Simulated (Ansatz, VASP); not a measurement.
**One calculation of GaP, two programs**

```
Ga P
1.0
     0.00000    2.34722    2.34722
     2.34722    0.00000    2.34722
     2.34722    2.34722    0.00000
Ga P
1 1
Direct
  0.00000 0.00000 0.00000
  0.50000 0.50000 0.50000
```

Alike in both runs: task relaxation of cell and atoms; functional PBE; k mesh 12 × 12 × 12; occupations fermi-dirac, width 0.05 eV; no spin polarisation.

|  | VASP | Ansatz |
| --- | --- | --- |
| version | VASP 6.6.1 | Ansatz 0.2.0 |
| potentials or method | VASP PAW PBE potentials, release 64 (Ga_d, P) | PAW with Ansatz's default frozen-core files, scalar-relativistic |
| plane-wave cutoff (eV) | 600 | 420 |
| valence electrons in the cell | 18 | 18 |

|  | VASP | Ansatz | Ansatz less VASP |
| --- | --- | --- | --- |
| relaxed volume (Å³/atom) | 17.22 | 17.18 | -0.037 |
| relaxed cell length with the largest relative difference (Å) | 3.652 | 3.649 | -0.0026 |

Noted on VASP's run: the volume moved by over 15 % at a fixed basis, so the end points are rough.
